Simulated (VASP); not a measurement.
A run of VASP 6.6.1:

File INCAR:

```
PREC = Accurate ; ENCUT = 600
EDIFF = 1E-7 ; ISMEAR = 0
SIGMA = 0.1 ; LREAL = False
LASPH = True ; NELM = 100
ALGO = Normal ; ISIF = 3
LWAVE = False ; LCHARG = False
GGA = PE ; IBRION = 2
NSW = 100 ; EDIFFG = -0.01
```

File KPOINTS:

```
regular mesh
0
Gamma
  8 8 8
```

Contents of POSCAR:

```
Zn3Se
1.0
    5.4204431768      0.0000000000      0.0000000000
    0.0000000000      5.4204431768      0.0000000000
    0.0000000000      0.0000000000      5.4204431768
Zn Se
3 1
Direct
    0.0000000000      0.5000000000      0.5000000000
    0.5000000000      0.0000000000      0.5000000000
    0.5000000000      0.5000000000      0.0000000000
    0.5000000000      0.5000000000      0.5000000000
```

Potentials or basis: VASP PAW PBE potentials, release 64 (Zn, Se).

Launch:

```sh
$ cat potpaw_PBE.64/Zn/POTCAR potpaw_PBE.64/Se/POTCAR > POTCAR
$ mpirun -np 1 vasp_std > vasp.out
```

Hardware: 1 thread of Intel Xeon 8259CL, on a shared host.

**Question.** How long does it take, and how much memory?

**Answer.** It took 4.6 min on 1 thread of Intel Xeon 8259CL (shared host), peak memory 0.41 GiB. Counts: scf iterations 16, k points 35, ion steps 1.
